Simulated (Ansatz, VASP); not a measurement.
**La: VASP beside Ansatz**

```
La
1.0
     3.42882    0.00000    0.00000
     0.00000    3.42882    0.00000
     0.00000    0.00000    3.42882
La
1
Direct
  0.00000 0.00000 0.00000
```

Alike in both runs: task relaxation of cell and atoms; functional PBE; k mesh 12 × 12 × 12; occupations fermi-dirac, width 0.08 eV; no spin polarisation.

```csv
,VASP,Ansatz
version,VASP 6.6.1,Ansatz 0.2.0
potentials or method,"VASP PAW PBE potentials, release 64 (La)","PAW with Ansatz's default frozen-core files, scalar-relativistic"
plane-wave cutoff (eV),500,420
valence electrons in the cell,11,11
```

|  | VASP | Ansatz | Ansatz less VASP |
| --- | --- | --- | --- |
| relaxed volume (Å³/atom) | 36.97 | 36.94 | -0.031 |
| relaxed cell length with the largest relative difference (Å) | 3.331 | 3.330 | -0.0009 |

Neither program's run includes spin-orbit coupling.
